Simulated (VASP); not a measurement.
# Ge (I4_1/amd) in VASP: further runs, part 2 of 3

VASP 6.6.1.

## 3. Single point, PBEsol

This run uses another cell than the first one, of the same volume but with other edges.

File INCAR:

```
PREC = Accurate ; ENCUT = 520
EDIFF = 1E-7 ; ISMEAR = 0
SIGMA = 0.15 ; LREAL = F
LASPH = T ; NELM = 60
ALGO = Normal ; ISIF = 2
LWAVE = F ; LCHARG = T
GGA = PS ; LELF = T
LVHAR = T ; NBANDS = 21
```

File KPOINTS:

```
regular mesh
0
Gamma
  16 16 16
```

File POSCAR:

```
Ge
1.0
    0.0000000000      2.9084952693      2.6758156477
    2.9084952693      0.0000000000      2.6758156477
    2.9084952693      2.9084952693      0.0000000000
Ge
2
Direct
    0.5000000000      0.5000000000      0.5000000000
    0.7500000000      0.7500000000      0.7500000000
```

Potentials or basis: VASP PAW PBE potentials, release 64 (Ge_d).

Run with:

```sh
$ cat potpaw_PBE.64/Ge_d/POTCAR > POTCAR
$ mpirun -np 1 vasp_std > vasp.out
```

OUTCAR:

```text
PREC = Accurate
   ENCUT = 520
   EDIFF = 1E-7
   ISMEAR = 0
   LREAL = F
   LASPH = T
   NELM = 60
   ISIF = 2
   GGA = PS

 ion  position               nearest neighbor table
   1  0.500  0.500  0.500-   2 2.45   2 2.45   2 2.45   2 2.45
   2  0.750  0.750  0.750-   1 2.45   1 2.45   1 2.45   1 2.45

  LATTYP: Found a body centered tetragonal cell.
 ALAT       =     4.1132334559
 C/A-ratio  =     1.3010764774

  Lattice vectors:

 A1 = (   0.0000000000,  -2.9084952693,  -2.6758156477)
 A2 = (   0.0000000000,   2.9084952693,  -2.6758156477)
 A3 = (   2.9084952693,   0.0000000000,   2.6758156477)

Analysis of symmetry for initial positions (statically):
=====================================================================
 Subroutine PRICEL returns:
 Original cell was already a primitive cell.

 Routine SETGRP: Setting up the symmetry group for a
 body centered tetragonal supercell.

 Subroutine GETGRP returns: Found 16 space group operations
 (whereof  8 operations were pure point group operations)
 out of a pool of 16 trial point group operations.

[... 161 lines left out ...]
  free energy    TOTEN  =        -9.83276020 eV

  energy without entropy =       -9.83154277  energy(sigma->0) =       -9.83215148

 E-fermi :   4.9047     XC(G=0): -10.1382

 val. band max:        4.8805978205   @ k =  -0.0625   0.0000   0.0625
 cond. band min:       4.9080045422   @ k =   0.4375   0.0000   0.0000
 fundamental gap:      0.0274067217
 Fermi energy:         4.9046590929

 k-point     1 :       0.0000    0.0000    0.0000
  band No.  band energies     occupation
      1     -19.9152      2.00000
      2     -19.8936      2.00000
      3     -19.8936      2.00000
      4     -19.8687      2.00000
      5     -19.8601      2.00000
      6     -19.6681      2.00000
[... 565 lines left out ...]
     20      12.7054      0.00000
     21      13.4844      0.00000

 [... further k-points ...]

------------------------ aborting loop because EDIFF is reached ----------------------------------------

  FORCE on cell =-STRESS in cart. coord.  units (eV):
  Direction    XX          YY          ZZ          XY          YZ          ZX
  --------------------------------------------------------------------------------------
  -------------------------------------------------------------------------------------
  Total       -0.3165120     -0.3165120      1.0664624      0.0000000     -0.0000000      0.0000000
  in kB      -11.2015420    -11.2015420     37.7427207      0.0000000     -0.0000000      0.0000000
  external PRESSURE =       5.1132122 kB  Pullay stress =       0.0000000 kB

 VOLUME and BASIS-vectors are now :
 -----------------------------------------------------------------------------
  energy-cutoff  :      520.00
  volume of cell :       45.27
      direct lattice vectors                 reciprocal lattice vectors
     0.000000000  2.908495269  2.675815648    -0.171910199  0.171910199  0.186858912
     2.908495269  0.000000000  2.675815648     0.171910199 -0.171910199  0.186858912
     2.908495269  2.908495269  0.000000000     0.171910199  0.171910199 -0.186858912

 POSITION                                       TOTAL-FORCE (eV/Angst)
 -----------------------------------------------------------------------------------
      2.90850      2.90850      2.67582         0.000000      0.000000      0.000000
      4.36274      4.36274      4.01372        -0.000000     -0.000000      0.000000
 -----------------------------------------------------------------------------------
    total drift:                                0.000000     -0.000000     -0.000000

  FREE ENERGIE OF THE ION-ELECTRON SYSTEM (eV)
  ---------------------------------------------------
  free  energy   TOTEN  =        -9.8327601975 eV

  energy  without entropy=       -9.8315427723  energy(sigma->0) =       -9.83215148
```

OSZICAR:

```text
N       E                     dE             d eps       ncg     rms          rms(c)
DAV:   1     0.190821676147E+03    0.19082E+03   -0.14610E+04 16457   0.365E+03
DAV:   2     0.177570691466E+02   -0.17306E+03   -0.16759E+03 14698   0.616E+02
DAV:   3    -0.907415803480E+01   -0.26831E+02   -0.26657E+02 16898   0.143E+02
DAV:   4    -0.996809158867E+01   -0.89393E+00   -0.89344E+00 16616   0.308E+01
DAV:   5    -0.998259496366E+01   -0.14503E-01   -0.14503E-01 16716   0.432E+00    0.323E+00
DAV:   6    -0.988034277759E+01    0.10225E+00   -0.36140E-02 19720   0.231E+00    0.184E+00
DAV:   7    -0.983168812285E+01    0.48655E-01   -0.58503E-02 15820   0.247E+00    0.153E-01
DAV:   8    -0.983265292366E+01   -0.96480E-03   -0.69436E-03 16835   0.117E+00    0.514E-02
DAV:   9    -0.983274606859E+01   -0.93145E-04   -0.21509E-04 17137   0.202E-01    0.116E-02
DAV:  10    -0.983275953657E+01   -0.13468E-04   -0.18670E-05 19425   0.383E-02    0.511E-03
DAV:  11    -0.983276057132E+01   -0.10348E-05   -0.41313E-06 19850   0.326E-02    0.150E-03
DAV:  12    -0.983276021167E+01    0.35965E-06   -0.87591E-07 19806   0.185E-02    0.289E-04
DAV:  13    -0.983276019747E+01    0.14201E-07   -0.19561E-08 10072   0.217E-03
   1 F= -.98327602E+01 E0= -.98321515E+01  d E =-.121743E-02
```

stdout:

```text
POSCAR found type information on POSCAR Ge
 POSCAR found :  1 types and       2 ions
 scaLAPACK will be used
 -----------------------------------------------------------------------------
|                                                                             |
|                                                                             |
|     You enforced a specific xc type in the INCAR file but a different       |
|     I HOPE YOU KNOW WHAT YOU ARE DOING!                                     |
|                                                                             |
 -----------------------------------------------------------------------------

 LDA part: xc-table for (Slater+PW92), standard interpolation
 POSCAR, INCAR and KPOINTS ok, starting setup
 FFT: planning ... GRIDC
 FFT: planning ... GRID_SOFT
 FFT: planning ... GRID
 WAVECAR not read
 entering main loop
```

Wall time 4.6 min (1 thread of Intel Xeon 6975P-C (Granite Rapids), shared host); peak memory 0.36 GiB.

What came out:

```
Free energy            : -9.8328 eV
Pressure               : 0.5 GPa
Band gap on the k mesh : zero (bands 14 and 15 overlap by 0.11 eV)
```

Caveat: semilocal functionals underestimate gaps, so a narrow gap can read as zero; the PAW data sets were made with another functional, which shifts forces and pressure a little.

## 4. Single point, PBEsol

This run uses another cell than the first one, of the same volume but with other edges.

File INCAR:

```
PREC = Accurate
ENCUT = 520
EDIFF = 1E-7
ISMEAR = 0
SIGMA = 0.15
LREAL = F
LASPH = T
NELM = 60
ALGO = Normal
ISIF = 2
LWAVE = F
LCHARG = F
GGA = PS
NBANDS = 21
```

KPOINTS is that of step 3.

File POSCAR:

```
Ge
1.0
    0.0000000000      2.7403123994      3.0143436393
    2.7403123994      0.0000000000      3.0143436393
    2.7403123994      2.7403123994      0.0000000000
Ge
2
Direct
    0.5000000000      0.5000000000      0.5000000000
    0.7500000000      0.7500000000      0.7500000000
```

Run with:

```sh
$ cat potpaw_PBE.64/Ge_d/POTCAR > POTCAR
$ mpirun -np 1 vasp_std > vasp.out
```

It took 4 min on 1 thread of Intel Xeon 6975P-C (Granite Rapids), shared host; peak memory 0.36 GiB.

The run converged. Its results:

| Quantity | Value |
| --- | --- |
| Free energy | -9.8072 eV |
| Pressure | 0.6 GPa |
| Band gap on the k mesh | zero (bands 14 and 15 overlap by 0.32 eV) |

Stress tensor (GPa, compression positive):
```
 3.18  0.00  0.00
 0.00  3.18  0.00
 0.00  0.00 -4.54
```

Levels at points of the mesh, in eV from the Fermi level:
```csv
k point,band 11,band 12,band 13,band 14,band 15,band 16,band 17,band 18
"(0.00, 0.00, 0.00)",-12.89,-0.65,-0.21,0.17,0.17,2.33,2.33,2.77
"(0.50, 0.00, 0.00)",-10.78,-7.72,-1.95,-1.04,-0.15,3.52,3.92,6.96
"(0.50, 0.50, 0.00)",-9.31,-9.31,-2.71,-2.71,1.10,1.10,9.27,9.27
"(0.50, 0.00, 0.50)",-8.83,-8.83,-3.38,-3.38,0.33,0.33,8.90,8.90
```

Caveat: semilocal functionals underestimate gaps, so a narrow gap can read as zero; the PAW data sets were made with another functional, which shifts forces and pressure a little.

## 5. Single point, PBEsol

This run uses another cell than the first one, of the same volume but with other edges.

File INCAR:

```
PREC = Accurate
ENCUT = 520
EDIFF = 1E-6
ISMEAR = 0
SIGMA = 0.15
LREAL = False
LASPH = True
NELM = 60
ALGO = Normal
ISIF = 2
LWAVE = False
LCHARG = False
GGA = PS
NBANDS = 21
```

KPOINTS is that of step 4.

File POSCAR:

```
Ge
1.0
    0.0000000000      3.2655764241      2.1226246756
    3.2655764241      0.0000000000      2.1226246756
    3.2655764241      3.2655764241      0.0000000000
Ge
2
Direct
    0.5000000000      0.5000000000      0.5000000000
    0.7500000000      0.7500000000      0.7500000000
```

Potentials or basis: VASP PAW PBE potentials, release 64 (Ge_d).

Run with:

```sh
$ cat potpaw_PBE.64/Ge_d/POTCAR > POTCAR
$ mpirun -np 1 vasp_std > vasp.out
```

OUTCAR:

```text
PREC = Accurate
   ENCUT = 520
   EDIFF = 1E-6
   ISMEAR = 0
   LREAL = False
   LASPH = True
   NELM = 60
   ISIF = 2
   GGA = PS

 ion  position               nearest neighbor table
   1  0.500  0.500  0.500-   2 2.54   2 2.54   2 2.54   2 2.54
   2  0.750  0.750  0.750-   1 2.54   1 2.54   1 2.54   1 2.54

  LATTYP: Found a body centered tetragonal cell.
 ALAT       =     4.6182224679
 C/A-ratio  =     0.9192388155

  Lattice vectors:

 A1 = (   0.0000000000,  -3.2655764241,  -2.1226246756)
 A2 = (   0.0000000000,   3.2655764241,  -2.1226246756)
 A3 = (   3.2655764241,   0.0000000000,   2.1226246756)

Analysis of symmetry for initial positions (statically):
=====================================================================
 Subroutine PRICEL returns:
 Original cell was already a primitive cell.

 Routine SETGRP: Setting up the symmetry group for a
 body centered tetragonal supercell.

 Subroutine GETGRP returns: Found 16 space group operations
 (whereof  8 operations were pure point group operations)
 out of a pool of 16 trial point group operations.

The static configuration has the point symmetry D_2d.
 The point group associated with its full space group is D_4h.

[... 158 lines left out ...]
  free energy    TOTEN  =        -9.35879091 eV

  energy without entropy =       -9.35172674  energy(sigma->0) =       -9.35525882

 E-fermi :   4.5288     XC(G=0): -10.3059

 val. band max:        4.5282948100   @ k =   0.5000   0.5000   0.0000
 cond. band min:       4.5307463181   @ k =  -0.4375   0.3750   0.0000
 fundamental gap:      0.0024515081
 Fermi energy:         4.5287802856

 k-point     1 :       0.0000    0.0000    0.0000
  band No.  band energies     occupation
      1     -19.9853      2.00000
      2     -19.9132      2.00000
      3     -19.8937      2.00000
      4     -19.8937      2.00000
      5     -19.8756      2.00000
      6     -19.8190      2.00000
[... 565 lines left out ...]
     20      12.3403      0.00000
     21      12.4129      0.00000

 [... further k-points ...]

------------------------ aborting loop because EDIFF is reached ----------------------------------------

  FORCE on cell =-STRESS in cart. coord.  units (eV):
  Direction    XX          YY          ZZ          XY          YZ          ZX
  --------------------------------------------------------------------------------------
  -------------------------------------------------------------------------------------
  Total       -1.5109948     -1.5109948      0.4399348      0.0000000     -0.0000000      0.0000000
  in kB      -53.4749810    -53.4749810     15.5695482      0.0000000     -0.0000000      0.0000000
  external PRESSURE =     -30.4601379 kB  Pullay stress =       0.0000000 kB

 VOLUME and BASIS-vectors are now :
 -----------------------------------------------------------------------------
  energy-cutoff  :      520.00
  volume of cell :       45.27
      direct lattice vectors                 reciprocal lattice vectors
     0.000000000  3.265576424  2.122624676    -0.153112325  0.153112325  0.235557424
     3.265576424  0.000000000  2.122624676     0.153112325 -0.153112325  0.235557424
     3.265576424  3.265576424  0.000000000     0.153112325  0.153112325 -0.235557424

 POSITION                                       TOTAL-FORCE (eV/Angst)
 -----------------------------------------------------------------------------------
      3.26558      3.26558      2.12262         0.000000      0.000000      0.000000
      4.89836      4.89836      3.18394        -0.000000     -0.000000     -0.000000
 -----------------------------------------------------------------------------------
    total drift:                                0.000000     -0.000000     -0.000000

  FREE ENERGIE OF THE ION-ELECTRON SYSTEM (eV)
  ---------------------------------------------------
  free  energy   TOTEN  =        -9.3587909104 eV

  energy  without entropy=       -9.3517267379  energy(sigma->0) =       -9.35525882
```

Wall time 3.1 min (1 thread of Intel Xeon 6975P-C (Granite Rapids), shared host); peak memory 0.36 GiB.

Results:

| Item | Value |
| --- | --- |
| Free energy | -9.3588 eV |
| Pressure | -3.0 GPa |
| Band gap on the k mesh | zero (bands 14 and 15 overlap by 2.75 eV) |

Caveat: the cell stands under tension; the PAW data sets were made with another functional, which shifts forces and pressure a little.

(Continued in part 3 of 3.)
